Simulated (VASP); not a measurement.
# C in VASP: settings compared, part 2 of 2

VASP 6.6.1.

## (5) Single point, r2SCAN0+D4 (4.99 Å³/atom)

This run uses another cell than the first one, of 4.99 Å³/atom.

Input file POSCAR:

```
C
1.0
    0.0000000000      1.7089748850      1.7089748850
    1.7089748850      0.0000000000      1.7089748850
    1.7089748850      1.7089748850      0.0000000000
C
2
Direct
    0.2500000000      0.2500000000      0.2500000000
    1.0000000000      1.0000000000      1.0000000000
```

Input file INCAR.step1:

```
SYSTEM = C
PREC     = Accurate       ! precision mode
ENCUT    = 580            ! plane-wave cutoff, eV
EDIFF    = 1E-5           ! SCF threshold, eV
ISMEAR   = -1             ! smearing method
SIGMA    = 0.05           ! smearing width, eV
LREAL    = .False.        ! projectors in reciprocal space
LASPH    = .True.         ! aspherical terms in the spheres
NELM     = 120            ! most SCF steps
ALGO     = Normal         ! electronic algorithm
ISIF     = 2              ! what is computed and relaxed
LWAVE    = .True.         ! write WAVECAR
LCHARG   = .False.        ! write CHGCAR
GGA      = PE             ! functional
NBANDS   = 11             ! bands
GGA_COMPAT= .False.
```

Input file INCAR.step2:

```
SYSTEM = C
PREC     = Accurate       ! precision mode
ENCUT    = 580            ! plane-wave cutoff, eV
EDIFF    = 1E-6           ! SCF threshold, eV
ISMEAR   = -1             ! smearing method
SIGMA    = 0.05           ! smearing width, eV
LREAL    = .False.        ! projectors in reciprocal space
LASPH    = .True.         ! aspherical terms in the spheres
NELM     = 120            ! most SCF steps
ALGO     = Normal         ! electronic algorithm
ISIF     = 2              ! what is computed and relaxed
LWAVE    = .False.        ! write WAVECAR
LCHARG   = .False.        ! write CHGCAR
METAGGA  = R2SCAN         ! meta-GGA
LHFCALC  = .True.         ! exact exchange
AEXX     = 0.25           ! exact-exchange fraction
LMIXTAU  = .True.       
PRECFOCK = Normal       
IVDW     = 13             ! dispersion correction
VDW_S6   = 1.0          
VDW_S8   = 0.8992       
VDW_A1   = 0.4778       
VDW_A2   = 5.8779       
ISTART   = 1            
NBANDS   = 11             ! bands
GGA_COMPAT= .False.
```

Input file KPOINTS:

```
regular mesh
0
Gamma
  7 7 7
  0 0 0
```

Potentials or basis: VASP PAW PBE potentials, release 64 (C).

The run is started by

```console
$ cat potpaw_PBE.64/C/POTCAR > POTCAR
$ cp INCAR.step1 INCAR
$ mpirun -np 1 vasp_std > vasp.out
$ cp INCAR.step2 INCAR
$ mpirun -np 1 vasp_std > vasp.out
```

OUTCAR:

```text
SYSTEM = C
   PREC = Accurate
   ENCUT = 580
   EDIFF = 1E-6
   ISMEAR = -1
   LREAL = .False.
   LASPH = .True.
   NELM = 120
   ISIF = 2
   METAGGA = R2SCAN
   LHFCALC = .True.
   AEXX = 0.25
   PRECFOCK = Normal
   IVDW = 13
   ISTART = 1

 ion  position               nearest neighbor table
   1  0.250  0.250  0.250-   2 1.48   2 1.48   2 1.48   2 1.48
   2  0.000  0.000  0.000-   1 1.48   1 1.48   1 1.48   1 1.48

  LATTYP: Found a face centered cubic cell.
 ALAT       =     3.4179497700

  Lattice vectors:

 A1 = (   0.0000000000,   1.7089748850,   1.7089748850)
 A2 = (   1.7089748850,   0.0000000000,   1.7089748850)
 A3 = (   1.7089748850,   1.7089748850,   0.0000000000)

Analysis of symmetry for initial positions (statically):
=====================================================================
 Subroutine PRICEL returns:
 Original cell was already a primitive cell.

 Routine SETGRP: Setting up the symmetry group for a
 face centered cubic supercell.

 Subroutine GETGRP returns: Found 48 space group operations
 (whereof 24 operations were pure point group operations)
 out of a pool of 48 trial point group operations.

[... 177 lines left out ...]
      3      10.6743      2.00000
      4      10.6743      2.00000
      5      18.8922      0.00000
      6      18.8922      0.00000
      7      18.8922      0.00000
      8      30.2299      0.00000
      9      34.9510      0.00000
     10      41.8374      0.00000
     11      41.8374      0.00000
[... 253 lines left out ...]
 k-point    20 :      -0.2857    0.4286    0.1429
  band No.  band energies     occupation
      1      -5.1992      2.00000
      2      -3.2336      2.00000
      3      -0.9324      2.00000
      4       2.2857      2.00000
      5      21.8308      0.00000
      6      26.1697      0.00000
      7      28.3834      0.00000
      8      29.3247      0.00000
      9      35.4301      0.00000
     10      39.8612      0.00000
     11      44.3560      0.00000

------------------------ aborting loop because EDIFF is reached ----------------------------------------

  DFT-D4 for vdW energy calculation

  Edisp (eV):   -0.22406

  FORCE on cell =-STRESS in cart. coord.  units (eV):
  Direction    XX          YY          ZZ          XY          YZ          ZX
  --------------------------------------------------------------------------------------
  -------------------------------------------------------------------------------------
  Total       3.64911     3.64911     3.64911     0.00000    -0.00000     0.00000
  in kB     585.67979   585.67979   585.67979     0.00000    -0.00000     0.00000
  external pressure =      585.68 kB  Pullay stress =        0.00 kB

 VOLUME and BASIS-vectors are now :
 -----------------------------------------------------------------------------
  energy-cutoff  :      580.00
  volume of cell :        9.98
      direct lattice vectors                 reciprocal lattice vectors
     0.000000000  1.708974885  1.708974885    -0.292573053  0.292573053  0.292573053
     1.708974885  0.000000000  1.708974885     0.292573053 -0.292573053  0.292573053
     1.708974885  1.708974885  0.000000000     0.292573053  0.292573053 -0.292573053

 POSITION                                       TOTAL-FORCE (eV/Angst)
 -----------------------------------------------------------------------------------
      0.85449      0.85449      0.85449        -0.000000     -0.000000     -0.000000
      0.00000      0.00000      0.00000         0.000000      0.000000      0.000000
 -----------------------------------------------------------------------------------
    total drift:                               -0.000000     -0.000000      0.000000

  FREE ENERGIE OF THE ION-ELECTRON SYSTEM (eV)
  ---------------------------------------------------
  free  energy   TOTEN  =       -23.2035679001 eV

  energy  without entropy=      -23.2035679000  energy(sigma->0) =      -23.20356790
```

OUTCAR.step1:

```text
SYSTEM = C
   PREC = Accurate
   ENCUT = 580
   EDIFF = 1E-5
   ISMEAR = -1
[... 497 lines left out ...]
      0.85449      0.85449      0.85449        -0.000000     -0.000000     -0.000000
      0.00000      0.00000      0.00000         0.000000      0.000000      0.000000
 -----------------------------------------------------------------------------------
    total drift:                                0.000000      0.000000      0.000000

  FREE ENERGIE OF THE ION-ELECTRON SYSTEM (eV)
  ---------------------------------------------------
  free  energy   TOTEN  =       -17.8880798342 eV

  energy  without entropy=      -17.8880798341  energy(sigma->0) =      -17.88807983
```

It took 2.1 min on 1 thread of Intel Xeon 6975P-C (Granite Rapids), shared host; peak memory 0.13 GiB.

Results:

```yaml
Free_energy: -23.2036 eV
Pressure: 58.6 GPa
Band_gap_on_the_k_mesh: 6.60 eV (least direct gap 8.22 eV)
Dispersion_energy_per_atom: -0.112 eV
```

Levels at points of the mesh, in eV from the valence-band top:
| k point | band 2 | band 3 | band 4 | band 5 | band 6 | band 7 |
| --- | --- | --- | --- | --- | --- | --- |
| (0.00, 0.00, 0.00) | 0.00 | 0.00 | 0.00 | 8.22 | 8.22 | 8.22 |

Caveat: the k points lie up to 0.45 Å⁻¹ apart; the PAW data sets were made with another functional, which shifts forces and pressure a little; an odd mesh through Γ misses points on the zone boundary, where band edges can lie.

## (6) Single point, r2SCANh

Input file POSCAR:

```
C
1.0
    0.0000000000      1.7833700000      1.7833700000
    1.7833700000      0.0000000000      1.7833700000
    1.7833700000      1.7833700000      0.0000000000
C
2
Direct
    0.7500000000      0.7500000000      0.7500000000
    0.5000000000      0.5000000000      0.5000000000
```

Input file INCAR.step1:

```
ALGO = Normal
EDIFF = 1E-5
ENCUT = 520
GGA = PE
ISIF = 2
ISMEAR = -1
LASPH = True
LCHARG = False
LREAL = False
LWAVE = True
NBANDS = 11
NELM = 60
PREC = Accurate
SIGMA = 0.05
```

Input file INCAR.step2:

```
AEXX = 0.1
ALGO = Normal
EDIFF = 1E-6
ENCUT = 520
ISIF = 2
ISMEAR = -1
ISTART = 1
LASPH = True
LCHARG = False
LHFCALC = True
LMIXTAU = True
LREAL = False
LWAVE = False
METAGGA = R2SCAN
NBANDS = 11
NELM = 60
PREC = Accurate
PRECFOCK = Normal
SIGMA = 0.05
```

Input file KPOINTS:

```
k-points
0
Gamma
  7 7 7
```

Potentials or basis: VASP PAW PBE potentials, release 64 (C).

The run is started by

```console
$ cat potpaw_PBE.64/C/POTCAR > POTCAR
$ cp INCAR.step1 INCAR
$ mpirun -np 1 vasp_std > vasp.out
$ cp INCAR.step2 INCAR
$ mpirun -np 1 vasp_std > vasp.out
```

OUTCAR:

```text
AEXX = 0.1
   EDIFF = 1E-6
   ENCUT = 520
   ISIF = 2
   ISMEAR = -1
   ISTART = 1
   LASPH = True
   LHFCALC = True
   LREAL = False
   METAGGA = R2SCAN
   NELM = 60
   PREC = Accurate
   PRECFOCK = Normal

 ion  position               nearest neighbor table
   1  0.750  0.750  0.750-   2 1.54   2 1.54   2 1.54   2 1.54
   2  0.500  0.500  0.500-   1 1.54   1 1.54   1 1.54   1 1.54

  LATTYP: Found a face centered cubic cell.
 ALAT       =     3.5667400000

  Lattice vectors:

 A1 = (   0.0000000000,   1.7833700000,   1.7833700000)
 A2 = (   1.7833700000,   0.0000000000,   1.7833700000)
 A3 = (   1.7833700000,   1.7833700000,   0.0000000000)

Analysis of symmetry for initial positions (statically):
=====================================================================
 Subroutine PRICEL returns:
 Original cell was already a primitive cell.

 Routine SETGRP: Setting up the symmetry group for a
 face centered cubic supercell.

 Subroutine GETGRP returns: Found 48 space group operations
 (whereof 24 operations were pure point group operations)
 out of a pool of 48 trial point group operations.

The static configuration has the point symmetry T_d .
 The point group associated with its full space group is O_h .

Analysis of symmetry for dynamics (positions and initial velocities):
=====================================================================
 Subroutine PRICEL returns:
 Original cell was already a primitive cell.

 Routine SETGRP: Setting up the symmetry group for a
 face centered cubic supercell.

 Subroutine GETGRP returns: Found 48 space group operations
 (whereof 24 operations were pure point group operations)
 out of a pool of 48 trial point group operations.

The dynamic configuration has the point symmetry T_d .
 The point group associated with its full space group is O_h .

 Subroutine INISYM returns: Found 48 space group operations
 (whereof 24 operations are pure point group operations),
 and found     1 'primitive' translations

----------------------------------------------------------------------------------------

                                     Primitive cell

  volume of cell :      11.3437

  direct lattice vectors                    reciprocal lattice vectors
     0.000000000  1.783370000  1.783370000    -0.280368067  0.280368067  0.280368067
     1.783370000  0.000000000  1.783370000     0.280368067 -0.280368067  0.280368067
     1.783370000  1.783370000  0.000000000     0.280368067  0.280368067 -0.280368067

  length of vectors
     2.522066041  2.522066041  2.522066041     0.485611737  0.485611737  0.485611737

  position of ions in fractional coordinates (direct lattice)
     0.750000000  0.750000000  0.750000000
     0.500000000  0.500000000  0.500000000

  ion indices of the primitive-cell ions
   primitive index   ion index
                 1           1
                 2           2

----------------------------------------------------------------------------------------

 KPOINTS: k-points

Automatic generation of k-mesh.
 Grid dimensions read from file:
 generate k-points for:    7    7    7

 Generating k-lattice:

  Cartesian coordinates                     Fractional coordinates (reciprocal lattice)
[... 43 lines left out ...]
   NGX,Y,Z   is equivalent  to a cutoff of  13.18, 13.18, 13.18 a.u.
   NGXF,Y,Z  is equivalent  to a cutoff of  26.37, 26.37, 26.37 a.u.
 SYSTEM =  unknown system
   PREC   = accura    normal or accurate (medium, high low for compatibility)
   ISTART =      1    job   : 0-new  1-cont  2-samecut
   ICHARG =      0    charge: 1-file 2-atom 10-const
   ISPIN  =      1    spin polarized calculation?
   LNONCOLLINEAR =      F non collinear calculations
   LSORBIT =      F    spin-orbit coupling
   LASPH  =      T    aspherical Exc in radial PAW
   ENCUT  =  520.0 eV  38.22 Ry    6.18 a.u.   4.69  4.69  4.69*2*pi/ulx,y,z
   NELM   =     60;   NELMIN=  2; NELMDL=  0     # of ELM steps
   EDIFF  = 0.1E-05   stopping-criterion for ELM
   LREAL  =      F    real-space projection
   EDIFFG = 0.1E-04   stopping-criterion for IOM
   NSW    =      0    number of steps for IOM
   IBRION =     -1    ionic relax: 0-MD 1-quasi-New 2-CG
   NFREE  =      0    steps in history (QN), initial steepest desc. (CG)
   ISIF   =      2    stress and relaxation
   ISYM   =      3    0-nonsym 1-usesym 2-fastsym
   POTIM  = 0.5000    time-step for ionic-motion
   TEBEG  =    0.0;   TEEND  =   0.0 temperature during run
   PSTRESS=    0.0 pullay stress
   NELECT =       8.0000    total number of electrons
   NUPDOWN=      -1.0000    fix difference up-down
   EMIN   =  10.00;   EMAX   =-10.00  energy-range for DOS
   EFERMI =   0.00;   METHOD = LEGACY
   ISMEAR =    -1;   SIGMA  =   0.05  broadening in eV -4-tet -1-fermi 0-gaus
   EFERMI_NEDOS =   21; number of points for ismear=-14 and -15
   IALGO  =     38    algorithm
   IMIX   =      1    mixing-type and parameters
     AMIX     =   0.40;   BMIX     =  1.00
     AMIX_MAG =   1.60;   BMIX_MAG =  1.00
  volume/ion in A,a.u.               =       5.67        38.28
  Fermi-wavevector in a.u.,A,eV,Ry     =   1.457203  2.753714 28.891161  2.123440
  Thomas-Fermi vector in A             =   2.574032
   LORBIT       =      0    0 simple, 1 ext, 2 COOP (PROOUT), +10 PAW based schemes
   METAGGA = R2SCAN    functional components
   LHFCALC =     T    Hartree Fock is set to
   PRECFOCK=normal    Normal, Fast or Accurate (Low or Medium for compatibility)
   ENCUT4O =  -1.0   cutoff for four orbital integrals eV
   NKREDX  =     1    reduce k-point grid by
   NKREDY  =     1    reduce k-point grid by
   NKREDZ  =     1    reduce k-point grid by
   AEXX    =    0.1000 exact exchange contribution
   HFSCREEN=    0.0000 screening length (either q_TF or 0.3 A-1)
   HFSCREENC=   0.0000 screening length for correlation (either q_TF or 0.3 A-1)
   ENCUTFOCK=  -1.0 apply spherical cutoff to Coloumb kernel
   IVDW    =     0    specifies the selected vdW correction
   LEPSILON=     F    determine dielectric tensor
   LRPA    =     F    only Hartree local field effects (RPA)
 non-spin polarized calculation
  energy-cutoff  :      520.00
  volume of cell :       11.34
 maximum number of plane-waves:       314
  NGX = 16; NGY = 16; NGZ = 16

 number of electron       7.9999999 magnetization

 Free energy of the ion-electron system (eV)
  ---------------------------------------------------
  ext. energy  EPLUGINS =         0.00000000
  ---------------------------------------------------
  free energy    TOTEN  =       -21.05836770 eV

  energy without entropy =      -21.05836770  energy(sigma->0) =      -21.05836770

 E-fermi :  10.4268     XC(G=0): -12.9633

 val. band max:        9.3358141439   @ k =   0.0000   0.0000   0.0000
 cond. band min:      14.5189341967   @ k =   0.4286   0.4286   0.0000
 fundamental gap:      5.1831200528
 Fermi energy:        10.4267941337

 k-point     1 :       0.0000    0.0000    0.0000
  band No.  band energies     occupation
      1     -14.0315      2.00000
      2       9.3358      2.00000
      3       9.3358      2.00000
      4       9.3358      2.00000
      5      15.9578      0.00000
      6      15.9578      0.00000
      7      15.9578      0.00000
      8      24.1318      0.00000
      9      30.5024      0.00000
     10      37.6014      0.00000
     11      37.6014      0.00000
[... 253 lines left out ...]
 k-point    20 :      -0.2857    0.4286    0.1429
  band No.  band energies     occupation
      1      -5.0178      2.00000
      2      -3.1622      2.00000
      3      -0.5104      2.00000
      4       2.1932      2.00000
      5      18.7137      0.00000
      6      22.6542      0.00000
      7      23.7605      0.00000
      8      24.6557      0.00000
      9      30.6812      0.00000
     10      34.5703      0.00000
     11      39.3984      0.00000

------------------------ aborting loop because EDIFF is reached ----------------------------------------

  FORCE on cell =-STRESS in cart. coord.  units (eV):
  Direction    XX          YY          ZZ          XY          YZ          ZX
  --------------------------------------------------------------------------------------
  -------------------------------------------------------------------------------------
  Total       -0.3257633     -0.3257633     -0.3257633      0.0000000      0.0000000     -0.0000000
  in kB      -46.0106500    -46.0106500    -46.0106500      0.0000000      0.0000000     -0.0000000
  external PRESSURE =     -46.0106500 kB  Pullay stress =       0.0000000 kB

 VOLUME and BASIS-vectors are now :
 -----------------------------------------------------------------------------
  energy-cutoff  :      520.00
  volume of cell :       11.34
      direct lattice vectors                 reciprocal lattice vectors
     0.000000000  1.783370000  1.783370000    -0.280368067  0.280368067  0.280368067
     1.783370000  0.000000000  1.783370000     0.280368067 -0.280368067  0.280368067
     1.783370000  1.783370000  0.000000000     0.280368067  0.280368067 -0.280368067

 POSITION                                       TOTAL-FORCE (eV/Angst)
 -----------------------------------------------------------------------------------
      2.67505      2.67505      2.67505        -0.000000      0.000000     -0.000000
      1.78337      1.78337      1.78337         0.000000     -0.000000      0.000000
 -----------------------------------------------------------------------------------
    total drift:                                0.000000      0.000000      0.000000

  FREE ENERGIE OF THE ION-ELECTRON SYSTEM (eV)
  ---------------------------------------------------
  free  energy   TOTEN  =       -21.0583676963 eV

  energy  without entropy=      -21.0583676963  energy(sigma->0) =      -21.05836770
```

OSZICAR.step1:

```text
N       E                     dE             d eps       ncg     rms          rms(c)
DAV:   1     0.315874704558E+01    0.31587E+01   -0.47873E+03   448   0.697E+02
DAV:   2    -0.183516186143E+02   -0.21510E+02   -0.20953E+02   579   0.134E+02
DAV:   3    -0.188215177809E+02   -0.46990E+00   -0.46905E+00   509   0.153E+01
DAV:   4    -0.188222045303E+02   -0.68675E-03   -0.68674E-03   482   0.768E-01
DAV:   5    -0.188222052985E+02   -0.76817E-06   -0.76816E-06   506   0.236E-02    0.556E+00
DAV:   6    -0.183422517293E+02    0.47995E+00   -0.25109E-01   452   0.352E+00    0.332E+00
DAV:   7    -0.181806423745E+02    0.16161E+00   -0.30769E-01   473   0.395E+00    0.758E-01
DAV:   8    -0.181824614286E+02   -0.18191E-02   -0.85581E-03   455   0.690E-01    0.438E-02
DAV:   9    -0.181825028746E+02   -0.41446E-04   -0.63366E-05   533   0.639E-02    0.247E-02
DAV:  10    -0.181825233319E+02   -0.20457E-04   -0.15434E-05   455   0.345E-02    0.547E-03
DAV:  11    -0.181825234094E+02   -0.77495E-07   -0.24826E-07   229   0.456E-03
   1 F= -.18182523E+02 E0= -.18182523E+02  d E =-.475650E-10
```

Run time: 5 min. Hardware: 1 thread of AMD EPYC 7R13 (Zen 3), shared host; peak memory 0.1 GiB.

What came out:

```yaml
Free_energy: -21.0584 eV
Pressure: -4.6 GPa
Band_gap_on_the_k_mesh: 5.18 eV (least direct gap 6.62 eV)
```

Caveat: the k points lie up to 0.44 Å⁻¹ apart; the PAW data sets were made with another functional, which shifts forces and pressure a little; an odd mesh through Γ misses points on the zone boundary, where band edges can lie.

## (7) Summary

```csv
level,potentials or basis,cell,k mesh,cutoff (eV),smearing,grid for exact exchange (PRECFOCK),share of exact exchange,screening parameter,gap on the mesh (eV),pressure (GPa)
r2SCAN+rVV10,"VASP PAW PBE potentials, release 64 (C)","a = 2.522 Å, angles 60.0°, 2 atoms, atomic positions A",13 × 13 × 13,660,fermi-dirac 0.1 eV,-,-,-,4.31,-3.2
PBEsol,"VASP PAW PBE potentials, release 64 (C_h)","a = 2.522 Å, angles 60.0°, 2 atoms, atomic positions B",13 × 13 × 13,910,fermi-dirac 0.05 eV,-,-,-,3.11,-4.0
PBE-based screened hybrid with 25 % exact exchange,"VASP PAW PBE potentials, release 64 (C)","a = 2.522 Å, angles 60.0°, 2 atoms, atomic positions A",7 × 7 × 7,520,fermi-dirac 0.05 eV,Normal,0.25,0.6 1/Å,4.70,-4.8
r2SCAN0+D4,"VASP PAW PBE potentials, release 64 (C)","a = 2.417 Å, angles 60.0°, 2 atoms, atomic positions A",7 × 7 × 7,580,fermi-dirac 0.05 eV,Normal,0.25,-,6.60,58.6
r2SCANh,"VASP PAW PBE potentials, release 64 (C)","a = 2.522 Å, angles 60.0°, 2 atoms, atomic positions A",7 × 7 × 7,520,fermi-dirac 0.05 eV,Normal,0.1,-,5.18,-4.6
```

Alike in all rows: task single point; no spin polarisation.

Caveats: some runs use coarse meshes; the PAW data sets were made with another functional, which shifts forces and pressure a little; an odd mesh through Γ misses points on the zone boundary, where band edges can lie; the cell stands under tension (at least some runs); the cutoff is under 1.25 times the usual one of these potentials, so pressure, stress and relaxed cells hold a basis-set (Pulay) error (at least some runs).

Absolute energies hang on the potentials; compare differences alone.
